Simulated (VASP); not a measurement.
Set up this calculation in VASP 6.6.1, as the native input.

- Task: relaxation of cell and atoms
- Functional: PBE
- Potentials or basis: VASP PAW PBE potentials, release 64 (Al, C_h)
- Cutoff: 1300 eV
- k mesh: 6 × 6 × 2
- Occupations: gaussian, width 0.1 eV
- Spin: collinear spin
- Starting moments: [0.0, 0.0, 0.0, 1.0, 1.0] μB
- Dipole correction: no
- Further INCAR settings: ALGO = Normal; EDIFF = 1e-07; IBRION = 2; EDIFFG = -0.04; NSW = 90; ISIF = 3

The structure of Al3C2 lies in POSCAR:

```
Al3C2
1.0
    3.4374754100      0.0000000000      0.0000000000
   -1.7187377000      2.9769410300      0.0000000000
    0.0000000000      0.0000000000      8.3576737800
Al C
3 2
Direct
    0.6666666700      0.3333333300      0.0000000000
    0.3333333300      0.6666666700      0.5000000000
    0.3333333300      0.6666666700      0.0000000000
    0.0000000000      0.0000000000      0.1172691800
    0.0000000000      0.0000000000      0.8827308200
```

The cell was generated, and may not be a known phase.

One way to write it, as run:

INCAR

```
  PREC = Accurate
  ENCUT = 1300
  EDIFF = 1E-7
  ISMEAR = 0
  SIGMA = 0.1
  LREAL = False
  LASPH = True
  NELM = 200
  ALGO = Normal
  ISIF = 3
  LWAVE = False
  LCHARG = False
  ISPIN = 2
  MAGMOM = 0 0 0 1 1
  LORBIT = 11
  GGA = PE
  IBRION = 2
  NSW = 90
  EDIFFG = -0.04
  GGA_COMPAT = False
  NELMIN = 4
```

KPOINTS

```
regular mesh
0
Gamma
  6 6 2
```

Potentials or basis: VASP PAW PBE potentials, release 64 (Al, C_h).

Run with:

```console
$ cat potpaw_PBE.64/Al/POTCAR potpaw_PBE.64/C_h/POTCAR > POTCAR
$ mpirun -np 1 vasp_std > vasp.out
```

Results of the run:

The relaxed volume is 18.66 Å³/atom, the relaxed cell is a = 4.581 Å, b = 4.581 Å, c = 5.135 Å, α = 90.00°, β = 90.00°, γ = 120.00° and the space group after relaxing (to 0.1 Å) is P-6m2 (No. 187). The pressure after relaxing is 0.0 GPa, the largest force after relaxing is 0.004 eV/Å and the net moment is 0.00 μB per cell. The valence electrons inside the program's atomic spheres are Al 0.76, 0.75, 0.79; C 1.39.

Caveat: the k points lie up to 0.61 Å⁻¹ apart in the final cell; a cell axis changed by over 15 % at a fixed basis, so the end point is rough.

It took 26 min on 1 thread of Intel(R) Xeon(R) 6975P-C (Granite Rapids), with other jobs on the host, peak memory 0.58 GiB.
